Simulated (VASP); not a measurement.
**TiO2: single point with PBE**

TiO2:

```
Ti O
1.0
     5.93262    0.00000   -0.02753
     0.00000    9.67916    0.00000
    -2.94247    0.00000    5.16063
Ti O
4 8
Direct
  0.66310 0.93895 0.33299
  0.33690 0.43895 0.66701
  0.33001 0.06355 0.66679
  0.66999 0.56355 0.33321
  0.99544 0.00291 0.50006
  0.00456 0.50291 0.49994
  0.49566 0.00120 0.99986
  0.50476 0.49963 0.50033
  0.33347 0.25125 0.66694
  0.50434 0.50120 0.00014
  0.49524 0.99963 0.49967
  0.66653 0.75125 0.33306
```

```
Program                : VASP 6.6.1
Task                   : single point
Functional             : PBE
Potentials or basis    : VASP PAW PBE potentials, release 64 (Ti_sv, O)
Cutoff                 : 600 eV
k mesh                 : 6 × 4 × 6
Occupations            : gaussian, width 0.02 eV
Spin                   : no spin polarisation
Dipole correction      : no
Further INCAR settings : ALGO = Normal; EDIFF = 1e-06; NBANDS = 60
```

| Property | Result |
| --- | --- |
| Pressure | 0.2 GPa |
| Band gap on the k mesh | 3.26 eV |

Levels at points of the mesh, in eV from the valence-band top:
| k point | band 45 | band 46 | band 47 | band 48 | band 49 | band 50 | band 51 | band 52 |
| --- | --- | --- | --- | --- | --- | --- | --- | --- |
| (0.00, 0.00, 0.00) | -0.01 | -0.01 | 0.00 | 0.00 | 3.26 | 3.26 | 3.64 | 3.65 |
| (0.50, 0.00, 0.00) | -0.66 | -0.44 | -0.37 | 0.00 | 3.67 | 3.87 | 3.91 | 4.22 |
| (0.50, 0.00, 0.50) | -0.66 | -0.44 | -0.37 | 0.00 | 3.67 | 3.87 | 3.91 | 4.22 |
| (0.00, 0.50, 0.00) | -0.35 | -0.35 | 0.00 | 0.00 | 3.52 | 3.52 | 3.52 | 3.52 |
| (0.50, 0.50, 0.00) | -0.52 | -0.52 | -0.25 | -0.25 | 3.80 | 3.80 | 4.19 | 4.19 |
| (0.50, 0.50, 0.50) | -0.52 | -0.52 | -0.25 | -0.25 | 3.80 | 3.80 | 4.19 | 4.19 |
| (0.00, 0.00, 0.50) | -0.65 | -0.44 | -0.36 | 0.00 | 3.67 | 3.87 | 3.91 | 4.23 |
| (0.00, 0.50, 0.50) | -0.52 | -0.52 | -0.25 | -0.25 | 3.80 | 3.80 | 4.18 | 4.18 |

It took 6.7 min on 4 MPI ranks on Intel(R) Xeon(R) Platinum 8488C (Sapphire Rapids), with other jobs on the host, peak memory 1.1 GiB a rank.

A k mesh can miss the band edges.
